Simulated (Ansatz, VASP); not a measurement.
One calculation of Rb, two programs

The input INCAR:

```
PREC = Accurate
ENCUT = 520
EDIFF = 1E-6
ISMEAR = 0
SIGMA = 0.1
LREAL = False
LASPH = True
NELM = 80
ALGO = Normal
ISIF = 2
LWAVE = False
LCHARG = False
GGA = PE
NBANDS = 10
```

File KPOINTS:

```
Automatic mesh
0
Gamma
  10 10 10
```

Contents of POSCAR:

```
Rb
1.0
   -2.8350111679      2.8350111679      2.8350111679
    2.8350111679     -2.8350111679      2.8350111679
    2.8350111679      2.8350111679     -2.8350111679
Rb
1
Direct
    0.0000000000      0.0000000000      0.0000000000
```

Input for Ansatz:

```yaml
crystal:
  lattice:
    - [-2.8350111679, 2.8350111679, 2.8350111679]
    - [2.8350111679, -2.8350111679, 2.8350111679]
    - [2.8350111679, 2.8350111679, -2.8350111679]
  atoms:
    - { symbol: Rb, position: [0.0, 0.0, 0.0] }
basis:
  ecutwfc: 420
kpoints:
  mp_grid: { grid: [10, 10, 10] }
  band_path:
    path:
      - [[0.0, 0.0, 0.0], [0.5, -0.5, 0.5], [0.0, 0.0, 0.5], [0.0, 0.0, 0.0], [0.25, 0.25, 0.25], [0.5, -0.5, 0.5]]
      - [[0.25, 0.25, 0.25], [0.0, 0.0, 0.5]]
    npoints: 14
hamiltonian:
  xc: pbe
scf:
  occupations: { method: gaussian, width: 0.1 }
  n_extra_bands: 6
output:
  forces: true
  stress: true
  eigenvalues: true
  populations: true
  dos: { projected: true, de: 0.02, nscf_kmesh: { grid: [15, 15, 15] } }
  bader: true
  write_density: true
  write_potential: true
  elf: true
  volumetric_format: npy
```

Alike in both runs: task single point; functional PBE; k mesh 10 × 10 × 10; occupations gaussian, width 0.1 eV; no spin polarisation.

|  | VASP | Ansatz |
| --- | --- | --- |
| version | VASP 6.6.1 | Ansatz 0.2.0 |
| potentials or method | VASP PAW PBE potentials, release 64 (Rb_sv), cutoff 520 eV | scalar-relativistic, plane waves, PAW |
| valence electrons in the cell | 9 | 9 |

```tsv
	VASP	Ansatz	Ansatz less VASP
gap on the k mesh at the Fermi level (eV)	none	none	-
pressure (GPa)	0.0	0.0	0.00
```

A gap of «none» marks a metal or a gap that the smearing closes.
